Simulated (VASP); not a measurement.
# Ta3H2 (R-3c) in VASP: a series of runs

Ta3H2 is run at these levels: PBE; tasks: single point, relaxation of cell and atoms.

All numbers are computed with VASP 6.6.1; they aren't measurements. Logs are shortened: lines on timing, memory, paths and dates and some standing lists are left out, and cuts for length are marked.

## (1) The cell of the first run

Symmetry: R-3c, No. 167, trigonal system. Conventional cell: a = 5.117 Å, b = 5.117 Å, c = 15.783 Å, α = 90.00°, β = 90.00°, γ = 120.00°. Within 2.8 Å of Ta (site symmetry 2) lie 4 H at 2.14 to 2.18 Å. Within 2.8 Å of H (site symmetry 3) lie 6 Ta at 2.14 to 2.18 Å and 1 H at 2.64 Å.

## (2) Single point, PBE

The input, INCAR:

```
SYSTEM = Ta3H2
PREC = Accurate
ENCUT = 520
EDIFF = 1E-7
ISMEAR = 0
SIGMA = 0.1
LREAL = .False.
LASPH = .True.
NELM = 100
ALGO = Normal
ISIF = 2
LWAVE = .False.
LCHARG = .False.
GGA = PE
NBANDS = 46
```

The input, KPOINTS:

```
Automatic mesh
0
Gamma
  6 6 6
  0 0 0
```

The input, POSCAR:

```
Ta3H2
1.0
    2.5584816866      1.4771400905      5.2610597103
   -2.5584816866      1.4771400905      5.2610597103
    0.0000000000     -2.9542801810      5.2610597103
Ta H
6 4
Direct
    0.0894773125      0.4105226875      0.7500000000
    0.7500000000      0.0894773125      0.4105226875
    0.4105226875      0.7500000000      0.0894773125
    0.9105226875      0.5894773125      0.2500000000
    0.2500000000      0.9105226875      0.5894773125
    0.5894773125      0.2500000000      0.9105226875
    0.8335342941      0.8335342941      0.8335342941
    0.6664657059      0.6664657059      0.6664657059
    0.1664657059      0.1664657059      0.1664657059
    0.3335342941      0.3335342941      0.3335342941
```

Potentials or basis: VASP PAW PBE potentials, release 64 (Ta_pv, H).

Run with:

```bash
cat potpaw_PBE.64/Ta_pv/POTCAR potpaw_PBE.64/H/POTCAR > POTCAR
mpirun -np 1 vasp_std > vasp.out
```

OUTCAR:

```text
SYSTEM = Ta3H2
   PREC = Accurate
   ENCUT = 520
   EDIFF = 1E-7
   ISMEAR = 0
   LREAL = .False.
   LASPH = .True.
   NELM = 100
   ISIF = 2
   GGA = PE

 ion  position               nearest neighbor table
   1  0.089  0.411  0.750-   9 2.14  10 2.14   7 2.18   8 2.18   2 2.93   3 2.93   3 2.93   2 2.93
                             2 3.01   3 3.01   5 3.13   6 3.13   5 3.13   6 3.13   4 3.15   4 3.15
   2  0.750  0.089  0.411-  10 2.14   9 2.14   7 2.18   8 2.18   3 2.93   3 2.93   1 2.93   1 2.93
                             1 3.01   3 3.01   4 3.13   4 3.13   6 3.13   6 3.13   5 3.15   5 3.15
   3  0.411  0.750  0.089-   9 2.14  10 2.14   7 2.18   8 2.18   2 2.93   2 2.93   1 2.93   1 2.93
                             1 3.01   2 3.01   4 3.13   4 3.13   5 3.13   5 3.13   6 3.15   6 3.15
   4  0.911  0.589  0.250-   7 2.14   8 2.14   9 2.18  10 2.18   6 2.93   5 2.93   5 2.93   6 2.93
                             5 3.01   6 3.01   3 3.13   2 3.13   2 3.13   3 3.13   1 3.15   1 3.15
   5  0.250  0.911  0.589-   8 2.14   7 2.14   9 2.18  10 2.18   6 2.93   6 2.93   4 2.93   4 2.93
                             4 3.01   6 3.01   1 3.13   1 3.13   3 3.13   3 3.13   2 3.15   2 3.15
   6  0.589  0.250  0.911-   7 2.14   8 2.14   9 2.18  10 2.18   5 2.93   5 2.93   4 2.93   4 2.93
                             4 3.01   5 3.01   1 3.13   1 3.13   2 3.13   2 3.13   3 3.15   3 3.15
   7  0.834  0.834  0.834-   6 2.14   5 2.14   4 2.14   1 2.18   3 2.18   2 2.18
   8  0.666  0.666  0.666-   5 2.14   6 2.14   4 2.14   1 2.18   3 2.18   2 2.18
   9  0.166  0.166  0.166-   3 2.14   2 2.14   1 2.14   4 2.18   5 2.18   6 2.18
  10  0.334  0.334  0.334-   2 2.14   3 2.14   1 2.14   4 2.18   5 2.18   6 2.18

  LATTYP: Found a trigonal (rhomboedric) cell.
 ALAT       =     6.0337816221
 COS(alpha) =     0.6404035090

  Lattice vectors:

 A1 = (   2.5584816866,   1.4771400905,   5.2610597103)
 A2 = (  -2.5584816866,   1.4771400905,   5.2610597103)
 A3 = (   0.0000000000,  -2.9542801810,   5.2610597103)

Analysis of symmetry for initial positions (statically):
=====================================================================
 Subroutine PRICEL returns:
 Original cell was already a primitive cell.

 Routine SETGRP: Setting up the symmetry group for a
 trigonal (rhombohedral) supercell.

 Subroutine GETGRP returns: Found 12 space group operations
 (whereof  6 operations were pure point group operations)
 out of a pool of 12 trial point group operations.

The static configuration has the point symmetry S_6 .
 The point group associated with its full space group is D_3d.

Analysis of symmetry for dynamics (positions and initial velocities):
=====================================================================
 Subroutine PRICEL returns:
 Original cell was already a primitive cell.

 Routine SETGRP: Setting up the symmetry group for a
 trigonal (rhombohedral) supercell.

 Subroutine GETGRP returns: Found 12 space group operations
 (whereof  6 operations were pure point group operations)
 out of a pool of 12 trial point group operations.

The dynamic configuration has the point symmetry S_6 .
 The point group associated with its full space group is D_3d.

 Subroutine INISYM returns: Found 12 space group operations
 (whereof  6 operations are pure point group operations),
 and found     1 'primitive' translations

----------------------------------------------------------------------------------------

                                     Primitive cell

  volume of cell :     119.2967

  direct lattice vectors                    reciprocal lattice vectors
     2.558481687  1.477140091  5.261059710     0.195428407  0.112830643  0.063358592
    -2.558481687  1.477140091  5.261059710    -0.195428407  0.112830643  0.063358592
     0.000000000 -2.954280181  5.261059710     0.000000000 -0.225661287  0.063358592

  length of vectors
     6.033781622  6.033781622  6.033781622     0.234387131  0.234387131  0.234387131

  position of ions in fractional coordinates (direct lattice)
     0.089477313  0.410522687  0.750000000
     0.750000000  0.089477313  0.410522687
     0.410522687  0.750000000  0.089477313
     0.910522687  0.589477313  0.250000000
     0.250000000  0.910522687  0.589477313
     0.589477313  0.250000000  0.910522687
     0.833534294  0.833534294  0.833534294
     0.666465706  0.666465706  0.666465706
     0.166465706  0.166465706  0.166465706
     0.333534294  0.333534294  0.333534294

  ion indices of the primitive-cell ions
   primitive index   ion index
                 1           1
                 2           2
                 3           3
                 4           4
                 5           5
                 6           6
                 7           7
                 8           8
                 9           9
                10          10

----------------------------------------------------------------------------------------

 KPOINTS: Automatic mesh

Automatic generation of k-mesh.
 Grid dimensions read from file:
 generate k-points for:    6    6    6

 Generating k-lattice:

  Cartesian coordinates                     Fractional coordinates (reciprocal lattice)
     0.032571401  0.018805107  0.010559765     0.166666667 -0.000000000 -0.000000000
    -0.032571401  0.018805107  0.010559765    -0.000000000  0.166666667 -0.000000000
     0.000000000 -0.037610214  0.010559765    -0.000000000 -0.000000000  0.166666667

  Length of vectors
     0.039064522  0.039064522  0.039064522

  Shift w.r.t. Gamma in fractional coordinates (k-lattice)
     0.000000000  0.000000000  0.000000000

 Subroutine IBZKPT returns following result:
 ===========================================

 Found     32 irreducible k-points:

 Following reciprocal coordinates:
            Coordinates               Weight
  0.000000  0.000000  0.000000      1.000000
  0.166667  0.000000  0.000000      6.000000
  0.333333  0.000000 -0.000000      6.000000
  0.500000  0.000000 -0.000000      3.000000
  0.166667  0.166667 -0.000000      6.000000
  0.333333  0.166667 -0.000000     12.000000
[... 16 lines left out ...]
  0.500000  0.500000  0.166667      6.000000
 -0.333333  0.500000  0.166667     12.000000
 [... further k-points ...]
   k-points           NKPTS =     32   k-points in BZ     NKDIM =     32   number of bands    NBANDS=     46
   number of dos      NEDOS =    301   number of ions     NIONS =     10
   total plane-waves  NPLWV = 110592
   dimension x,y,z NGX =    48 NGY =   48 NGZ =   48
   dimension x,y,z NGXF=    96 NGYF=   96 NGZF=   96
   ions per type =               6   4
   NGX,Y,Z   is equivalent  to a cutoff of  13.23, 13.23, 13.23 a.u.
   NGXF,Y,Z  is equivalent  to a cutoff of  26.45, 26.45, 26.45 a.u.
 SYSTEM =  Ta3H2
   PREC   = accura    normal or accurate (medium, high low for compatibility)
   ISTART =      0    job   : 0-new  1-cont  2-samecut
   ICHARG =      2    charge: 1-file 2-atom 10-const
   ISPIN  =      1    spin polarized calculation?
   LNONCOLLINEAR =      F non collinear calculations
   LSORBIT =      F    spin-orbit coupling
   LASPH  =      T    aspherical Exc in radial PAW
   ENCUT  =  520.0 eV  38.22 Ry    6.18 a.u.  11.22 11.22 11.22*2*pi/ulx,y,z
   NELM   =    100;   NELMIN=  2; NELMDL= -5     # of ELM steps
   EDIFF  = 0.1E-06   stopping-criterion for ELM
   LREAL  =      F    real-space projection
   EDIFFG = 0.1E-05   stopping-criterion for IOM
   NSW    =      0    number of steps for IOM
   IBRION =     -1    ionic relax: 0-MD 1-quasi-New 2-CG
   NFREE  =      0    steps in history (QN), initial steepest desc. (CG)
   ISIF   =      2    stress and relaxation
   ISYM   =      2    0-nonsym 1-usesym 2-fastsym
   POTIM  = 0.5000    time-step for ionic-motion
   TEBEG  =    0.0;   TEEND  =   0.0 temperature during run
   PSTRESS=    0.0 pullay stress
   NELECT =      70.0000    total number of electrons
   NUPDOWN=      -1.0000    fix difference up-down
   EMIN   =  10.00;   EMAX   =-10.00  energy-range for DOS
   EFERMI =   0.00;   METHOD = LEGACY
   ISMEAR =     0;   SIGMA  =   0.10  broadening in eV -4-tet -1-fermi 0-gaus
   EFERMI_NEDOS =   21; number of points for ismear=-14 and -15
   IALGO  =     38    algorithm
   IMIX   =      4    mixing-type and parameters
     AMIX     =   0.40;   BMIX     =  1.00
     AMIX_MAG =   1.60;   BMIX_MAG =  1.00
  volume/ion in A,a.u.               =      11.93        80.51
  Fermi-wavevector in a.u.,A,eV,Ry     =   1.370560  2.589983 25.557652  1.878434
  Thomas-Fermi vector in A             =   2.496335
   LORBIT       =      0    0 simple, 1 ext, 2 COOP (PROOUT), +10 PAW based schemes
   GGA     = PE    functional components
   LHFCALC =     F    Hartree Fock is set to
   AEXX    =    0.0000 exact exchange contribution
   IVDW    =     0    specifies the selected vdW correction
   LEPSILON=     F    determine dielectric tensor
   LRPA    =     F    only Hartree local field effects (RPA)
 non-spin polarized calculation
 Gauss-broadening in eV      SIGMA  =   0.10
  energy-cutoff  :      520.00
  volume of cell :      119.30
 maximum number of plane-waves:      3233
 NGX is ok and might be reduce to    48
   NGX = 23   NGY = 23   NGZ = 23

 number of electron      70.0000000 magnetization

 Free energy of the ion-electron system (eV)
  ---------------------------------------------------
  ext. energy  EPLUGINS =         0.00000000
  ---------------------------------------------------
  free energy    TOTEN  =       -84.09976756 eV

  energy without entropy =      -84.05209637  energy(sigma->0) =      -84.07593196

 E-fermi :   5.6239     XC(G=0): -12.4806

 val. band max:        5.6164601616   @ k =  -0.1667   0.1667   0.1667
 cond. band min:       5.6307853917   @ k =  -0.3333   0.1667   0.0000
 fundamental gap:      0.0143252302
 Fermi energy:         5.6238612020

 k-point     1 :       0.0000    0.0000    0.0000
  band No.  band energies     occupation
      1     -28.9266      2.00000
      2     -28.7580      2.00000
      3     -28.7580      2.00000
      4     -28.7423      2.00000
      5     -28.7191      2.00000
      6     -28.7191      2.00000
[... 38 lines left out ...]
     45      10.0413      0.00000
     46      10.0442      0.00000

 k-point     2 :       0.1667    0.0000    0.0000
  band No.  band energies     occupation
      1     -28.9099      2.00000
      2     -28.8598      2.00000
      3     -28.8512      2.00000
      4     -28.8119      2.00000
      5     -28.7849      2.00000
      6     -28.5736      2.00000
[... 38 lines left out ...]
     45       9.2498      0.00000
     46       9.9856      0.00000

 k-point     3 :       0.3333    0.0000   -0.0000
  band No.  band energies     occupation
      1     -28.9627      2.00000
      2     -28.9438      2.00000
      3     -28.8169      2.00000
      4     -28.7708      2.00000
      5     -28.7595      2.00000
      6     -28.5259      2.00000
[... 38 lines left out ...]
     45       8.8337      0.00000
     46      10.1379      0.00000

 k-point     4 :       0.5000    0.0000   -0.0000
  band No.  band energies     occupation
      1     -28.9857      2.00000
      2     -28.9857      2.00000
      3     -28.7154      2.00000
      4     -28.7154      2.00000
      5     -28.6118      2.00000
      6     -28.6118      2.00000
[... 920 lines left out ...]
     45       9.4301      0.00000
     46       9.7235      0.00000

 k-point    23 :       0.5000    0.5000    0.1667
  band No.  band energies     occupation
      1     -28.9608      2.00000
      2     -28.8552      2.00000
      3     -28.7892      2.00000
      4     -28.7828      2.00000
      5     -28.6536      2.00000
      6     -28.5182      2.00000
[... 38 lines left out ...]
     45       9.6458      0.00000
     46      10.1325      0.00000

 k-point    24 :      -0.3333    0.5000    0.1667
  band No.  band energies     occupation
      1     -28.9328      2.00000
      2     -28.8350      2.00000
      3     -28.7959      2.00000
      4     -28.7338      2.00000
      5     -28.6546      2.00000
      6     -28.6155      2.00000
[... 38 lines left out ...]
     45       9.5609      0.00000
     46       9.6909      0.00000

 [... further k-points ...]
[... 5 lines left out ...]
  --------------------------------------------------------------------------------------
  -------------------------------------------------------------------------------------
  Total        0.0467390      0.0467390      0.2729156      0.0000000      0.0000000      0.0000000
  in kB        0.6277133      0.6277133      3.6653074      0.0000000      0.0000000      0.0000000
  external PRESSURE =       1.6402447 kB  Pullay stress =       0.0000000 kB

 VOLUME and BASIS-vectors are now :
 -----------------------------------------------------------------------------
  energy-cutoff  :      520.00
  volume of cell :      119.30
      direct lattice vectors                 reciprocal lattice vectors
     2.558481687  1.477140091  5.261059710     0.195428407  0.112830643  0.063358592
    -2.558481687  1.477140091  5.261059710    -0.195428407  0.112830643  0.063358592
     0.000000000 -2.954280181  5.261059710     0.000000000 -0.225661287  0.063358592

 POSITION                                       TOTAL-FORCE (eV/Angst)
 -----------------------------------------------------------------------------------
     -0.82139     -1.47714      6.57632        -0.015171      0.000000      0.000000
      1.68994      0.02723      6.57632         0.007586     -0.013139      0.000000
     -0.86855      1.44991      6.57632         0.007586      0.013139      0.000000
      0.82139      1.47714      9.20685         0.015171      0.000000      0.000000
     -1.68994     -0.02723      9.20685        -0.007586      0.013139      0.000000
      0.86855     -1.44991      9.20685        -0.007586     -0.013139      0.000000
      0.00000      0.00000     13.15582         0.000000      0.000000     -0.026738
      0.00000      0.00000     10.51895         0.000000      0.000000      0.026738
      0.00000      0.00000      2.62736         0.000000      0.000000      0.026738
      0.00000      0.00000      5.26423         0.000000      0.000000     -0.026738
 -----------------------------------------------------------------------------------
    total drift:                                0.000000     -0.000000      0.000000

  FREE ENERGIE OF THE ION-ELECTRON SYSTEM (eV)
  ---------------------------------------------------
  free  energy   TOTEN  =       -84.0997675603 eV

  energy  without entropy=      -84.0520963681  energy(sigma->0) =      -84.07593196
```

It took 2.1 min on 1 thread of Intel Xeon 6975P-C (Granite Rapids), shared host; peak memory 0.38 GiB.

Results:

```
Free energy            : -84.0998 eV
Pressure               : 0.2 GPa
Largest force          : 0.027 eV/Å
Band gap on the k mesh : zero (bands 35 and 36 overlap by 0.76 eV)
```

Forces in eV/Å, atoms in the order of the input:
```
Ta  -0.015  0.000  0.000
Ta   0.008 -0.013  0.000
Ta   0.008  0.013  0.000
Ta   0.015  0.000  0.000
Ta  -0.008  0.013  0.000
Ta  -0.008 -0.013  0.000
H    0.000  0.000 -0.027
H    0.000  0.000  0.027
H    0.000  0.000  0.027
H    0.000  0.000 -0.027
```

Caveat: spin-orbit coupling is left out, which moves the levels of the heavy elements.

(Part 1 of 2 ends here.)

The gap in the log of VASP goes by the Fermi energy; the results here count the filled bands.